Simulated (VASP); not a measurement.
# B3C2 (Pm-3m) in VASP: further runs, part 2 of 2

VASP 6.6.1. The steps go on from the part before.

## 5. Relaxation of cell and atoms, PBE

INCAR

```
SYSTEM = B3C2
PREC = Accurate
ENCUT = 600
EDIFF = 1E-6
ISMEAR = 0
SIGMA = 0.1
LREAL = .False.
LASPH = .True.
NELM = 60
ALGO = Normal
ISIF = 3
LWAVE = .False.
LCHARG = .False.
GGA = PE
IBRION = 2
NSW = 100
EDIFFG = -0.01
```

KPOINTS

```
Automatic mesh
0
Gamma
  12 12 12
  0 0 0
```

POSCAR

```
B3C2
1.0
    3.2698368289      0.0000000000      0.0000000000
    0.0000000000      3.2698368289      0.0000000000
    0.0000000000      0.0000000000      3.2698368289
B C
3 2
Direct
    0.5000000000      0.0000000000      0.0000000000
    0.0000000000      0.5000000000      0.0000000000
    0.0000000000      0.0000000000      0.5000000000
    0.0000000000      0.0000000000      0.0000000000
    0.5000000000      0.5000000000      0.5000000000
```

Potentials or basis: VASP PAW PBE potentials, release 64 (B, C).

Started as:

```bash
$ cat potpaw_PBE.64/B/POTCAR potpaw_PBE.64/C/POTCAR > POTCAR
$ mpirun -np 1 vasp_std > vasp.out
```

OUTCAR:

```text
SYSTEM = B3C2
   PREC = Accurate
   ENCUT = 600
   EDIFF = 1E-6
   ISMEAR = 0
   LREAL = .False.
   LASPH = .True.
   NELM = 60
   ISIF = 3
   GGA = PE
   IBRION = 2
   NSW = 100
   EDIFFG = -0.01

 ion  position               nearest neighbor table
   1  0.500  0.000  0.000-   4 1.63   4 1.63
   2  0.000  0.500  0.000-   4 1.63   4 1.63
   3  0.000  0.000  0.500-   4 1.63   4 1.63
   4  0.000  0.000  0.000-   1 1.63   2 1.63   3 1.63   3 1.63   2 1.63   1 1.63
   5  0.500  0.500  0.500-

  LATTYP: Found a simple cubic cell.
 ALAT       =     3.2698368289

  Lattice vectors:

 A1 = (   3.2698368289,   0.0000000000,   0.0000000000)
 A2 = (   0.0000000000,   3.2698368289,   0.0000000000)
 A3 = (   0.0000000000,   0.0000000000,   3.2698368289)

Analysis of symmetry for initial positions (statically):
=====================================================================
 Subroutine PRICEL returns:
 Original cell was already a primitive cell.

 Routine SETGRP: Setting up the symmetry group for a
 simple cubic supercell.

[... 232 lines left out ...]
      1     -10.8325      2.00000
      2      -1.4158      2.00000
      3      -1.4158      2.00000
      4      -1.4158      2.00000
      5      -0.7692      2.00000
      6       5.9568      2.00000
      7       5.9568      2.00000
      8       7.5345      2.00000
      9       7.5345      2.00000
     10       7.5345      2.00000
     11      12.1101      0.00000
     12      12.1101      0.00000
[... 331 lines left out ...]
 k-point    24 :       0.4167    0.3333    0.0000
  band No.  band energies     occupation
      1      -8.9227      2.00000
      2      -4.8684      2.00000
      3      -3.2229      2.00000
      4      -0.8527      2.00000
      5       0.1370      2.00000
      6       5.5136      2.00000
      7       6.6872      2.00000
      8       6.7422      2.00000
      9       8.2971      1.94060
     10       9.1344      0.00000
     11       9.7267      0.00000
     12      10.7940      0.00000

 [... further k-points ...]
[... 5 lines left out ...]
  --------------------------------------------------------------------------------------
  -------------------------------------------------------------------------------------
  Total        0.0390650      0.0390650      0.0390650     -0.0000000      0.0000000     -0.0000000
  in kB        1.7957879      1.7957879      1.7957879     -0.0000000      0.0000000     -0.0000000
  external PRESSURE =       1.7957879 kB  Pullay stress =       0.0000000 kB

 VOLUME and BASIS-vectors are now :
 -----------------------------------------------------------------------------
  energy-cutoff  :      600.00
  volume of cell :       34.85
      direct lattice vectors                 reciprocal lattice vectors
     3.266488142 -0.000000000 -0.000000000     0.306139180 -0.000000000  0.000000000
     0.000000000  3.266488142  0.000000000     0.000000000  0.306139180 -0.000000000
    -0.000000000  0.000000000  3.266488142     0.000000000 -0.000000000  0.306139180

 POSITION                                       TOTAL-FORCE (eV/Angst)
 -----------------------------------------------------------------------------------
      1.63324     -0.00000     -0.00000        -0.000000     -0.000000      0.000000
      0.00000      1.63324      0.00000        -0.000000      0.000000      0.000000
     -0.00000      0.00000      1.63324        -0.000000     -0.000000      0.000000
      0.00000      0.00000      0.00000         0.000000     -0.000000      0.000000
      1.63324      1.63324      1.63324         0.000000      0.000000      0.000000
 -----------------------------------------------------------------------------------
    total drift:                                0.000000      0.000000      0.000000

  FREE ENERGIE OF THE ION-ELECTRON SYSTEM (eV)
  ---------------------------------------------------
  free  energy   TOTEN  =       -27.1185965586 eV

  energy  without entropy=      -27.1108404980  energy(sigma->0) =      -27.11471853

 reached required accuracy - stopping structural energy minimisation
```

CONTCAR:

```text
B3C2
   1.00000000000000
     3.2664881415120162   -0.0000000000000000   -0.0000000000000000
     0.0000000000000000    3.2664881415120162    0.0000000000000000
    -0.0000000000000000    0.0000000000000000    3.2664881415120162
  B               C
     3     2
Direct
     0.5000000000000000    0.0000000000000000    0.0000000000000000
     0.0000000000000000    0.5000000000000000    0.0000000000000000
     0.0000000000000000    0.0000000000000000    0.5000000000000000
     0.0000000000000000    0.0000000000000000    0.0000000000000000
     0.5000000000000000    0.5000000000000000    0.5000000000000000

  0.00000000E+00  0.00000000E+00  0.00000000E+00
  0.00000000E+00  0.00000000E+00  0.00000000E+00
  0.00000000E+00  0.00000000E+00  0.00000000E+00
  0.00000000E+00  0.00000000E+00  0.00000000E+00
  0.00000000E+00  0.00000000E+00  0.00000000E+00
```

It took 44 s on 1 thread of Intel Xeon Platinum 8124M at 3.00GHz (Skylake/Cascade Lake), shared host; peak memory 0.17 GiB.

What came out:

| Property | Result |
| --- | --- |
| Free energy | -27.1186 eV |
| Relaxed volume | 6.97 Å³/atom |
| Relaxed cell | a = 3.266 Å, b = 3.266 Å, c = 3.266 Å, α = 90.00°, β = 90.00°, γ = 90.00° |
| Space group after relaxing (to 0.05 Å) | Pm-3m (No. 221) |
| Energy gained by relaxing | 0.0 meV/atom |
| Ionic steps | 2 |
| Pressure after relaxing | 0.2 GPa |

Step by step:
```csv
step,energy change (eV),largest force (eV/Å),pressure (GPa),volume (Å³)
1,0.0000,0.0000,-0.49,34.96
2,-0.0001,0.0000,0.18,34.85
```

Final structure:
```
CELL_PARAMETERS angstrom
3.26649 0.00000 0.00000
0.00000 3.26649 0.00000
0.00000 0.00000 3.26649
ATOMIC_POSITIONS crystal
B 0.50000 0.00000 0.00000
B 0.00000 0.50000 0.00000
B 0.00000 0.00000 0.50000
C 0.00000 0.00000 0.00000
C 0.50000 0.50000 0.50000
```

## 6. The runs side by side

| task | spin | cell | k mesh | cutoff (eV) | gap on the mesh (eV) | pressure (GPa) | relaxed volume (Å³/atom) |
| --- | --- | --- | --- | --- | --- | --- | --- |
| single point | off | a = 3.268 Å, 5 atoms | 12 × 12 × 12 | 520 | none | 0.0 | - |
| relaxation of cell and atoms | off | relaxed from a = 3.736 Å, 5 atoms | 6 × 6 × 6 | 600 | none | -0.4 | 6.99 |
| single point | collinear, ferromagnetic start | a = 3.736 Å, 5 atoms | 6 × 6 × 6 | 520 | none | -36.0 | - |
| relaxation of cell and atoms | off | relaxed from a = 3.270 Å, 5 atoms | 12 × 12 × 12 | 600 | none | 0.2 | 6.97 |

Alike in all rows: level PBE; potentials or basis VASP PAW PBE potentials, release 64 (B, C); smearing gaussian 0.1 eV.

Caveats: the volume moved by over 15 % at a fixed basis, so the end points are rough (some runs).

Total energies depend on the potentials used, so only differences within one code and one set of settings carry meaning.
